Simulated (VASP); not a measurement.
# TiSi16 (a cell with a defect) in VASP: a series of runs, part 2 of 2

VASP 6.6.1. Earlier steps stand in the parts before.

## 3. Single point, PBE

INCAR reads:

```
SYSTEM = TiSi16
ALGO = Normal
EDIFF = 1E-6
ENCUT = 520
GGA = PE
ISIF = 2
ISMEAR = 0
LASPH = .TRUE.
LCHARG = .TRUE.
LELF = .TRUE.
LREAL = Auto
LVHAR = .TRUE.
LWAVE = .FALSE.
NBANDS = 52
NELM = 80
PREC = Accurate
SIGMA = 0.02
```

KPOINTS reads:

```
k-points
0
G
  2 2 2
  0 0 0
```

POSCAR reads:

```
TiSi16
1.0
    0.0000000000      5.4300000000      5.4300000000
    5.4300000000      0.0000000000      5.4300000000
    5.4300000000      5.4300000000      0.0000000000
Si Ti
16 1
Direct
    0.0067975138     -0.0234470534      0.0129148250
    0.1268496317      0.1156288214      0.1528838858
   -0.0323283610      0.0154830571      0.5134178637
    0.1265146409      0.1162551565      0.6144905157
    0.0054194291      0.5153081952      0.0141164825
    0.1645816759      0.6157185083      0.1148840700
    0.0057970534      0.5148246777      0.4754526703
    0.1259537753      0.6548219153      0.6144889503
    0.4964923573     -0.0032323204      0.0049735727
    0.6362421731      0.1138268877      0.1220900552
    0.4973547882     -0.0031720994      0.4956906998
    0.5942825046      0.1340703499      0.6330152855
    0.5379848066      0.4856039595     -0.0149610497
    0.6362559853      0.6225462247      0.1219931860
    0.4956041436      0.5061809392      0.4961949355
    0.6353367403      0.6231877532      0.6133965930
    0.0662097606      0.3161732965      0.8146340700
```

Potentials or basis: VASP PAW PBE potentials, release 64 (Si, Ti_sv).

On the command line:

```sh
cat potpaw_PBE.64/Si/POTCAR potpaw_PBE.64/Ti_sv/POTCAR > POTCAR
mpirun -np 1 vasp_std > vasp.out
```

OUTCAR:

```text
SYSTEM = TiSi16
   EDIFF = 1E-6
   ENCUT = 520
   GGA = PE
   ISIF = 2
   ISMEAR = 0
   LASPH = .TRUE.
   LREAL = Auto
   NELM = 80
   PREC = Accurate

 ion  position               nearest neighbor table
   1  0.007  0.977  0.013-   6 2.28  10 2.33  17 2.42   4 2.50   2 2.50
   2  0.127  0.116  0.153-   3 2.28   9 2.32  17 2.41   1 2.50   5 2.51
   3  0.968  0.015  0.513-   2 2.28   8 2.28   4 2.28  12 2.34
   4  0.127  0.116  0.614-   3 2.28  11 2.33  17 2.42   1 2.50   7 2.50
   5  0.005  0.515  0.014-   6 2.27  14 2.32  17 2.41   8 2.51   2 2.51
   6  0.165  0.616  0.115-   5 2.27   7 2.28   1 2.28  13 2.34
   7  0.006  0.515  0.475-   6 2.28  16 2.33  17 2.42   4 2.50   8 2.50
   8  0.126  0.655  0.614-   3 2.28  15 2.32  17 2.41   7 2.50   5 2.51
   9  0.496  0.997  0.005-   2 2.32  12 2.34  10 2.35  14 2.35
  10  0.636  0.114  0.122-   1 2.33  13 2.34  11 2.34   9 2.35
  11  0.497  0.997  0.496-   4 2.33  12 2.34  10 2.34  16 2.34
  12  0.594  0.134  0.633-  11 2.34   9 2.34  15 2.34   3 2.34
  13  0.538  0.486  0.985-  16 2.34  10 2.34  14 2.34   6 2.34
  14  0.636  0.623  0.122-   5 2.32  13 2.34   9 2.35  15 2.35
  15  0.496  0.506  0.496-   8 2.32  12 2.34  16 2.35  14 2.35
  16  0.635  0.623  0.613-   7 2.33  13 2.34  11 2.34  15 2.35
  17  0.066  0.316  0.815-   5 2.41   8 2.41   2 2.41   1 2.42   7 2.42   4 2.42

  LATTYP: Found a face centered cubic cell.
 ALAT       =    10.8600000000

  Lattice vectors:

 A1 = (   0.0000000000,   5.4300000000,   5.4300000000)
 A2 = (   5.4300000000,   0.0000000000,   5.4300000000)
 A3 = (   5.4300000000,   5.4300000000,   0.0000000000)

Analysis of symmetry for initial positions (statically):
=====================================================================
 Subroutine PRICEL returns:
 Original cell was already a primitive cell.

 Routine SETGRP: Setting up the symmetry group for a
 face centered cubic supercell.

 Subroutine GETGRP returns: Found  1 space group operations
 (whereof  1 operations were pure point group operations)
 out of a pool of 48 trial point group operations.

The static configuration has the point symmetry C_1 .

[... 152 lines left out ...]
   AEXX    =    0.0000 exact exchange contribution
   IVDW    =     0    specifies the selected vdW correction
   LEPSILON=     F    determine dielectric tensor
   LRPA    =     F    only Hartree local field effects (RPA)
 non-spin polarized calculation
 Gauss-broadening in eV      SIGMA  =   0.02
  energy-cutoff  :      520.00
  volume of cell :      320.21
 maximum number of plane-waves:      8646
 NGX is ok and might be reduce to    60
   NGX = 29   NGY = 29   NGZ = 29

 number of electron      75.9999999 magnetization

 Free energy of the ion-electron system (eV)
  ---------------------------------------------------
  ext. energy  EPLUGINS =         0.00000000
  ---------------------------------------------------
  free energy    TOTEN  =       -90.46764811 eV

  energy without entropy =      -90.46589681  energy(sigma->0) =      -90.46677246

 E-fermi :   6.9314     XC(G=0):  -9.7427

 val. band max:        6.9091373975   @ k =   0.0000   0.5000   0.5000
 cond. band min:       6.9517606590   @ k =   0.0000   0.0000   0.0000
 fundamental gap:      0.0426232615
 Fermi energy:         6.9314211394

 k-point     1 :       0.0000    0.0000    0.0000
  band No.  band energies     occupation
      1     -49.7770      2.00000
      2     -26.2338      2.00000
      3     -26.1296      2.00000
      4     -26.1272      2.00000
      5      -5.6601      2.00000
      6      -3.4677      2.00000
[... 413 lines left out ...]
     49      10.0218      0.00000
     50      10.4620      0.00000
 [bands above 50 left out]

------------------------ aborting loop because EDIFF is reached ----------------------------------------

  FORCE on cell =-STRESS in cart. coord.  units (eV):
  Direction    XX          YY          ZZ          XY          YZ          ZX
  --------------------------------------------------------------------------------------
  -------------------------------------------------------------------------------------
  Total       12.8553262     12.9467948     12.9180252      1.1906780     -1.1704016      1.1523961
  in kB       64.3226902     64.7803610     64.6364095      5.9576559     -5.8562012      5.7661096
  external PRESSURE =      64.5798202 kB  Pullay stress =       0.0000000 kB

 VOLUME and BASIS-vectors are now :
 -----------------------------------------------------------------------------
  energy-cutoff  :      520.00
  volume of cell :      320.21
      direct lattice vectors                 reciprocal lattice vectors
     0.000000000  5.430000000  5.430000000    -0.092081031  0.092081031  0.092081031
     5.430000000  0.000000000  5.430000000     0.092081031 -0.092081031  0.092081031
     5.430000000  5.430000000  0.000000000     0.092081031  0.092081031 -0.092081031

 POSITION                                       TOTAL-FORCE (eV/Angst)
 -----------------------------------------------------------------------------------
      5.37281      0.10704      5.33959        -0.015649      0.006234     -0.010044
      1.45802      1.51895      1.31666         0.004262      0.001426     -0.014089
      2.87193      8.04232      5.33853        -0.009675     -0.015069     -0.015193
      3.96795      4.02366      1.31824        -0.003631     -0.005374     -0.006785
      2.87478      0.10608      2.82755        -0.007413      0.001953      0.000049
      3.96717      1.51750      4.23703        -0.019515      0.003202      0.010932
[... 9 lines left out ...]
      6.71465      6.78062      6.83379         0.002907      0.003408      0.016964
      6.14028      4.78298      2.07634        -0.031133     -0.022678     -0.009621
 -----------------------------------------------------------------------------------
    total drift:                               -0.006303     -0.009796     -0.004177

  FREE ENERGIE OF THE ION-ELECTRON SYSTEM (eV)
  ---------------------------------------------------
  free  energy   TOTEN  =       -90.4676481068 eV

  energy  without entropy=      -90.4658968068  energy(sigma->0) =      -90.46677246
```

OSZICAR:

```text
N       E                     dE             d eps       ncg     rms          rms(c)
DAV:   1     0.339653349444E+03    0.33965E+03   -0.30910E+04   848   0.127E+03
DAV:   2    -0.567377153268E+02   -0.39639E+03   -0.37812E+03   964   0.246E+02
DAV:   3    -0.911350546343E+02   -0.34397E+02   -0.33455E+02  1220   0.654E+01
DAV:   4    -0.936921296430E+02   -0.25571E+01   -0.25309E+01  1248   0.152E+01
DAV:   5    -0.937623765080E+02   -0.70247E-01   -0.70121E-01  1096   0.233E+00    0.189E+01
DAV:   6    -0.937247252157E+02    0.37651E-01   -0.20564E+01  1088   0.210E+01    0.170E+01
DAV:   7    -0.913395078862E+02    0.23852E+01   -0.29655E+01  1136   0.253E+01    0.986E+00
DAV:   8    -0.904931218425E+02    0.84639E+00   -0.21545E+00  1044   0.620E+00    0.223E+00
DAV:   9    -0.904627668006E+02    0.30355E-01   -0.34787E-01  1120   0.212E+00    0.833E-01
DAV:  10    -0.904648117047E+02   -0.20449E-02   -0.27748E-02  1096   0.653E-01    0.500E-01
DAV:  11    -0.904673462516E+02   -0.25345E-02   -0.55458E-03   984   0.341E-01    0.192E-01
DAV:  12    -0.904675872805E+02   -0.24103E-03   -0.16141E-03  1032   0.181E-01    0.740E-02
DAV:  13    -0.904676243821E+02   -0.37102E-04   -0.16494E-04  1120   0.513E-02    0.369E-02
DAV:  14    -0.904676444056E+02   -0.20023E-04   -0.37791E-05  1000   0.220E-02    0.102E-02
DAV:  15    -0.904676475829E+02   -0.31773E-05   -0.43132E-06   976   0.863E-03    0.339E-03
DAV:  16    -0.904676481068E+02   -0.52394E-06   -0.82237E-07   608   0.346E-03
   1 F= -.90467648E+02 E0= -.90466772E+02  d E =-.175130E-02
```

stdout:

```text
POSCAR found type information on POSCAR SiTi
 POSCAR found :  2 types and      17 ions
 scaLAPACK will be used
 LDA part: xc-table for (Slater+PW92), standard interpolation
 POSCAR, INCAR and KPOINTS ok, starting setup
 FFT: planning ... GRIDC
 FFT: planning ... GRID_SOFT
 FFT: planning ... GRID
 WAVECAR not read
 entering main loop
```

Run time: 6.6 min. Hardware: 1 thread of Intel Xeon Platinum 8259CL at 2.50GHz (Skylake/Cascade Lake), shared host; peak memory 0.5 GiB.

What came out:

| Quantity | Value |
| --- | --- |
| Free energy | -90.4676 eV |
| Pressure | 6.5 GPa |
| Largest force | 0.040 eV/Å |
| Band gap on the k mesh | zero (band 38 reaches 6.96 eV, above the bottom of band 39 at 6.72 eV) |

Forces on the atoms (eV/Å):
```
Si  -0.016  0.006 -0.010
Si   0.004  0.001 -0.014
Si  -0.010 -0.015 -0.015
Si  -0.004 -0.005 -0.007
Si  -0.007  0.002  0.000
Si  -0.020  0.003  0.011
Si  -0.010 -0.002 -0.001
Si   0.004 -0.014 -0.001
Si   0.017  0.009  0.001
Si   0.006  0.014  0.004
Si   0.010 -0.004 -0.006
Si   0.026 -0.011 -0.010
Si  -0.003  0.022  0.021
Si   0.013  0.012  0.013
Si   0.016  0.001  0.007
Si   0.003  0.003  0.017
Ti  -0.031 -0.023 -0.010
```

Stress tensor (GPa, compression positive):
```
 6.43  0.60  0.58
 0.60  6.48 -0.59
 0.58 -0.59  6.46
```

Levels at points of the mesh, in eV from the Fermi level:
```tsv
k point	band 35	band 36	band 37	band 38	band 39	band 40	band 41	band 42
(0.00, 0.00, 0.00)	-1.25	-0.83	-0.26	-0.25	-0.21	-0.20	-0.12	0.02
(0.50, 0.00, 0.00)	-1.38	-1.38	-0.21	-0.20	0.38	0.53	0.83	0.85
(0.00, 0.50, 0.00)	-1.44	-1.13	-0.80	0.03	0.35	0.64	0.69	0.80
(0.00, 0.00, 0.50)	-1.44	-1.13	-0.80	0.03	0.35	0.64	0.69	0.80
(0.50, 0.50, 0.50)	-1.45	-1.12	-0.80	0.03	0.35	0.65	0.69	0.78
(0.50, 0.50, 0.00)	-1.84	-1.64	-0.21	-0.03	0.31	0.52	0.82	1.07
(0.00, 0.50, 0.50)	-1.84	-1.64	-0.22	-0.02	0.31	0.51	0.81	1.06
(0.50, 0.00, 0.50)	-1.84	-1.64	-0.21	-0.03	0.31	0.52	0.82	1.06
```

Caveat: the k points lie up to 0.50 Å⁻¹ apart.
